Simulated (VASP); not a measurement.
# Ni (Im-3m) in VASP: a series of runs, part 2 of 2

VASP 6.6.1. The steps go on from the part before.

**3. Single point, LDA, collinear spin, ferromagnetic start**

This run uses another cell than the first one, of 10.17 Å³/atom, 1.021 times its volume.

File INCAR:

```
  PREC = Accurate
  ENCUT = 520
  EDIFF = 1E-6
  ISMEAR = 0
  SIGMA = 0.1
  LREAL = False
  LASPH = True
  NELM = 150
  ALGO = Normal
  ISIF = 2
  LWAVE = False
  LCHARG = False
  ISPIN = 2
  MAGMOM = 1.5
  LORBIT = 11
  LMAXMIX = 4
  NBANDS = 15
```

File KPOINTS:

```
Automatic mesh
0
Gamma
  14 14 14
```

File POSCAR:

```
Ni
1.0
   -1.3650138562      1.3650138562      1.3650138562
    1.3650138562     -1.3650138562      1.3650138562
    1.3650138562      1.3650138562     -1.3650138562
Ni
1
Direct
    0.0000000000      0.0000000000      0.0000000000
```

Potentials or basis: VASP PAW LDA potentials, release 64 (Ni).

Run with:

```bash
cat potpaw_LDA.64/Ni/POTCAR > POTCAR
mpirun -np 1 vasp_std > vasp.out
```

OUTCAR:

```text
PREC = Accurate
   ENCUT = 520
   EDIFF = 1E-6
   ISMEAR = 0
   LREAL = False
   LASPH = True
   NELM = 150
   ISIF = 2
   ISPIN = 2
   LORBIT = 11

 ion  position               nearest neighbor table
   1  0.000  0.000  0.000-

  LATTYP: Found a body centered cubic cell.
 ALAT       =     2.7300277124

  Lattice vectors:

 A1 = (  -1.3650138562,   1.3650138562,   1.3650138562)
 A2 = (   1.3650138562,  -1.3650138562,   1.3650138562)
[... 1066 lines left out ...]
 [... further k-points ...]
[... 5 lines left out ...]
  --------------------------------------------------------------------------------------
  -------------------------------------------------------------------------------------
  Total       -0.1281519     -0.1281519     -0.1281519      0.0000000     -0.0000000      0.0000000
  in kB      -20.1820138    -20.1820138    -20.1820138      0.0000000     -0.0000000      0.0000000
  external PRESSURE =     -20.1820138 kB  Pullay stress =       0.0000000 kB

 VOLUME and BASIS-vectors are now :
 -----------------------------------------------------------------------------
  energy-cutoff  :      520.00
  volume of cell :       10.17
      direct lattice vectors                 reciprocal lattice vectors
    -1.365013856  1.365013856  1.365013856     0.000000000  0.366296648  0.366296648
     1.365013856 -1.365013856  1.365013856     0.366296648  0.000000000  0.366296648
     1.365013856  1.365013856 -1.365013856     0.366296648  0.366296648  0.000000000

 POSITION                                       TOTAL-FORCE (eV/Angst)
 -----------------------------------------------------------------------------------
      0.00000      0.00000      0.00000         0.000000     -0.000000     -0.000000
 -----------------------------------------------------------------------------------
    total drift:                                0.000000     -0.000000     -0.000000

  FREE ENERGIE OF THE ION-ELECTRON SYSTEM (eV)
  ---------------------------------------------------
  free  energy   TOTEN  =        -6.4843485257 eV

  energy  without entropy=       -6.4767424514  energy(sigma->0) =       -6.48054549

 total charge

# of ion       s       p       d       tot
------------------------------------------
    1        0.522   0.548   8.380   9.451

 magnetization (x)

# of ion       s       p       d       tot
------------------------------------------
    1       -0.002  -0.009   0.469   0.458
```

OSZICAR:

```text
N       E                     dE             d eps       ncg     rms          rms(c)
DAV:   1     0.317182487733E+02    0.31718E+02   -0.41685E+03  6725   0.880E+02
DAV:   2    -0.606904542056E+01   -0.37787E+02   -0.35179E+02  6982   0.163E+02
DAV:   3    -0.742877363116E+01   -0.13597E+01   -0.13486E+01  7780   0.305E+01
DAV:   4    -0.743634476081E+01   -0.75711E-02   -0.75695E-02  7487   0.215E+00
DAV:   5    -0.743641934725E+01   -0.74586E-04   -0.74586E-04  7936   0.193E-01    0.112E+01
DAV:   6    -0.676695379743E+01    0.66947E+00   -0.11470E+01  8802   0.392E+01    0.539E+00
DAV:   7    -0.650661890385E+01    0.26033E+00   -0.19552E+00  8056   0.143E+01    0.216E+00
DAV:   8    -0.648763877798E+01    0.18980E-01   -0.33467E-02  8372   0.122E+00    0.938E-01
DAV:   9    -0.648504316689E+01    0.25956E-02   -0.12375E-03 10157   0.203E-01    0.280E-01
DAV:  10    -0.648429568866E+01    0.74748E-03   -0.68366E-04 10369   0.143E-01    0.714E-02
DAV:  11    -0.648433781532E+01   -0.42127E-04   -0.32004E-05  8735   0.502E-02    0.347E-02
DAV:  12    -0.648434865121E+01   -0.10836E-04   -0.54867E-05  8926   0.703E-02    0.173E-02
DAV:  13    -0.648434852575E+01    0.12547E-06   -0.33193E-07  5230   0.677E-03
   1 F= -.64843485E+01 E0= -.64805455E+01  d E =-.760607E-02  mag=     0.4589
```

Wall time 27 s (1 thread of Intel Xeon Platinum 8488C (Sapphire Rapids), shared host); peak memory 0.13 GiB.

Results:

| Quantity | Value |
| --- | --- |
| Free energy | -6.4843 eV |
| Pressure | -2.0 GPa |
| Net moment | 0.46 μB per cell |
| Site moments | Ni +0.46 μB |
| Valence electrons inside the program's atomic spheres | Ni 9.45 |

Levels at points of the mesh, in eV from the Fermi level:
Spin up:
```tsv
k point	band 3	band 4	band 5	band 6	band 7	band 8
(0.00, 0.00, 0.00)	-2.37	-2.37	-0.82	-0.82	27.21	27.21
(0.50, 0.00, 0.00)	-0.90	-0.65	0.15	0.23	7.08	19.75
(0.50, 0.50, 0.50)	-0.10	-0.10	-0.10	10.18	10.18	10.18
```
Spin down:
```tsv
k point	band 3	band 4	band 5	band 6	band 7	band 8
(0.00, 0.00, 0.00)	-1.89	-1.89	-0.42	-0.42	27.22	27.22
(0.50, 0.00, 0.00)	-0.47	-0.24	0.27	0.69	7.37	19.76
(0.50, 0.50, 0.50)	0.44	0.44	0.44	10.25	10.25	10.25
```

**4. Single point, LDA, collinear spin, ferromagnetic start**

This run uses another cell than the first one, of 10.39 Å³/atom, 1.043 times its volume.

File INCAR:

```
SYSTEM = Ni
  PREC = Accurate
  ENCUT = 520
  EDIFF = 1E-6
  ISMEAR = 0
  SIGMA = 0.1
  LREAL = .False.
  LASPH = .True.
  NELM = 150
  ALGO = Normal
  ISIF = 2
  LWAVE = .False.
  LCHARG = .True.
  ISPIN = 2
  MAGMOM = 1.5
  LORBIT = 11
  LMAXMIX = 4
  LELF = .True.
  LVHAR = .True.
  NBANDS = 15
```

File KPOINTS:

```
regular mesh
0
Gamma
  14 14 14
  0 0 0
```

File POSCAR:

```
Ni
1.0
   -1.3744280423      1.3744280423      1.3744280423
    1.3744280423     -1.3744280423      1.3744280423
    1.3744280423      1.3744280423     -1.3744280423
Ni
1
Direct
    0.0000000000      0.0000000000      0.0000000000
```

Run with:

```bash
cat potpaw_LDA.64/Ni/POTCAR > POTCAR
mpirun -np 1 vasp_std > vasp.out
```

Wall time 22 s (1 thread of Intel Xeon Platinum 8488C (Sapphire Rapids), shared host); peak memory 0.14 GiB.

The run converged. Its results:

- Free energy: -6.4786 eV
- Pressure: -6.6 GPa
- Net moment: 0.48 μB per cell
- Site moments: Ni +0.48 μB
- Valence electrons inside the program's atomic spheres: Ni 9.41

Levels at points of the mesh, in eV from the Fermi level:
Spin up:
```tsv
k point	band 3	band 4	band 5	band 6	band 7	band 8
(0.00, 0.00, 0.00)	-2.32	-2.32	-0.82	-0.82	27.00	27.00
(0.50, 0.00, 0.00)	-0.90	-0.65	0.11	0.25	6.91	19.56
(0.50, 0.50, 0.50)	-0.13	-0.13	-0.13	10.04	10.04	10.04
```
Spin down:
```tsv
k point	band 3	band 4	band 5	band 6	band 7	band 8
(0.00, 0.00, 0.00)	-1.83	-1.83	-0.40	-0.40	27.00	27.00
(0.50, 0.00, 0.00)	-0.44	-0.22	0.29	0.68	7.20	19.57
(0.50, 0.50, 0.50)	0.43	0.43	0.43	10.12	10.12	10.12
```

**5. Single point, LDA, collinear spin, ferromagnetic start**

This run uses another cell than the first one, of 10.60 Å³/atom, 1.064 times its volume.

File INCAR:

```
  ALGO = Normal
  EDIFF = 1E-6
  ENCUT = 520
  ISIF = 2
  ISMEAR = 0
  ISPIN = 2
  LASPH = T
  LCHARG = F
  LMAXMIX = 4
  LORBIT = 11
  LREAL = F
  LWAVE = F
  MAGMOM = 1.5
  NBANDS = 15
  NELM = 150
  PREC = Accurate
  SIGMA = 0.1
```

File KPOINTS:

```
k-points
0
Gamma
  14 14 14
```

File POSCAR:

```
Ni
1.0
   -1.3837150000      1.3837150000      1.3837150000
    1.3837150000     -1.3837150000      1.3837150000
    1.3837150000      1.3837150000     -1.3837150000
Ni
1
Direct
    0.0000000000      0.0000000000      0.0000000000
```

Run with:

```bash
cat potpaw_LDA.64/Ni/POTCAR > POTCAR
mpirun -np 1 vasp_std > vasp.out
```

It took 21 s on 1 thread of Intel Xeon Platinum 8488C (Sapphire Rapids), shared host; peak memory 0.13 GiB.

Results (log left out):

- Free energy: -6.4672 eV
- Pressure: -10.7 GPa
- Net moment: 0.49 μB per cell
- Site moments: Ni +0.49 μB
- Valence electrons inside the program's atomic spheres: Ni 9.37

Levels at points of the mesh, in eV from the Fermi level:
Spin up:
```tsv
k point	band 2	band 3	band 4	band 5	band 6	band 7	band 8	band 9
(0.00, 0.00, 0.00)	-2.28	-2.28	-2.28	-0.81	-0.81	26.79	26.79	26.79
(0.50, 0.00, 0.00)	-3.24	-0.89	-0.65	0.08	0.28	6.74	19.37	20.31
(0.50, 0.50, 0.50)	-4.27	-0.15	-0.15	-0.15	9.91	9.91	9.91	16.06
```
Spin down:
| k point | band 1 | band 2 | band 3 | band 4 | band 5 | band 6 | band 7 | band 8 | band 9 | band 10 |
| --- | --- | --- | --- | --- | --- | --- | --- | --- | --- | --- |
| (0.00, 0.00, 0.00) | -9.00 | -1.77 | -1.77 | -1.77 | -0.39 | -0.39 | 26.79 | 26.79 | 26.79 | 31.90 |
| (0.50, 0.00, 0.00) | -4.40 | -2.77 | -0.43 | -0.21 | 0.31 | 0.67 | 7.04 | 19.39 | 20.43 | 24.41 |
| (0.50, 0.50, 0.50) | -3.97 | -3.97 | 0.43 | 0.43 | 0.43 | 9.98 | 9.98 | 9.98 | 16.23 | 16.23 |

**6. Single point, LDA, collinear spin, ferromagnetic start**

This run uses another cell than the first one, of 10.81 Å³/atom, 1.085 times its volume.

File INCAR:

```
ALGO = Normal
EDIFF = 1E-6
ENCUT = 520
GGA = CA
ISIF = 2
ISMEAR = 0
ISPIN = 2
LASPH = T
LCHARG = F
LMAXMIX = 4
LORBIT = 11
LREAL = F
LWAVE = F
MAGMOM = 1.5
NBANDS = 15
NELM = 150
PREC = Accurate
SIGMA = 0.1
```

KPOINTS is that of step 5.

File POSCAR:

```
Ni
1.0
   -1.3928789426      1.3928789426      1.3928789426
    1.3928789426     -1.3928789426      1.3928789426
    1.3928789426      1.3928789426     -1.3928789426
Ni
1
Direct
    0.0000000000      0.0000000000      0.0000000000
```

Potentials or basis: VASP PAW LDA potentials, release 64 (Ni).

Run with:

```bash
cat potpaw_LDA.64/Ni/POTCAR > POTCAR
mpirun -np 1 vasp_std > vasp.out
```

Wall time 23 s (1 thread of Intel Xeon Platinum 8488C (Sapphire Rapids), shared host); peak memory 0.13 GiB.

The run converged. Its results:

```yaml
Free_energy: -6.4507 eV
Pressure: -14.3 GPa
Net_moment: 0.50 μB per cell
Site_moments: Ni +0.50 μB
Valence_electrons_inside_the_program's_atomic_spheres: Ni 9.34
```

Levels at points of the mesh, in eV from the Fermi level:
Spin up:
| k point | band 3 | band 4 | band 5 | band 6 | band 7 | band 8 |
| --- | --- | --- | --- | --- | --- | --- |
| (0.00, 0.00, 0.00) | -2.23 | -2.23 | -0.81 | -0.81 | 26.58 | 26.58 |
| (0.50, 0.00, 0.00) | -0.88 | -0.65 | 0.06 | 0.30 | 6.58 | 19.19 |
| (0.50, 0.50, 0.50) | -0.17 | -0.17 | -0.17 | 9.78 | 9.78 | 9.78 |
Spin down:
```csv
k point,band 2,band 3,band 4,band 5,band 6,band 7,band 8,band 9
"(0.00, 0.00, 0.00)",-1.71,-1.71,-1.71,-0.37,-0.37,26.58,26.58,26.58
"(0.50, 0.00, 0.00)",-2.69,-0.41,-0.21,0.34,0.65,6.88,19.20,20.13
"(0.50, 0.50, 0.50)",-3.85,0.42,0.42,0.42,9.86,9.86,9.86,16.03
```

**7. The runs side by side**

```csv
cell,gap on the mesh (eV),pressure (GPa),moment (μB)
"a = 2.348 Å, angles 109.5°, 1 atom",none,3.1,0.42
"a = 2.364 Å, angles 109.5°, 1 atom",none,-2.0,0.46
"a = 2.381 Å, angles 109.5°, 1 atom",none,-6.6,0.48
"a = 2.397 Å, angles 109.5°, 1 atom",none,-10.7,0.49
"a = 2.413 Å, angles 109.5°, 1 atom",none,-14.3,0.50
```

Alike in all rows: task single point; level LDA; potentials or basis VASP PAW LDA potentials, release 64 (Ni); spin collinear, ferromagnetic start; k mesh 14 × 14 × 14; cutoff (eV) 520; smearing gaussian 0.1 eV.

Absolute energies hang on the potentials; compare differences alone.
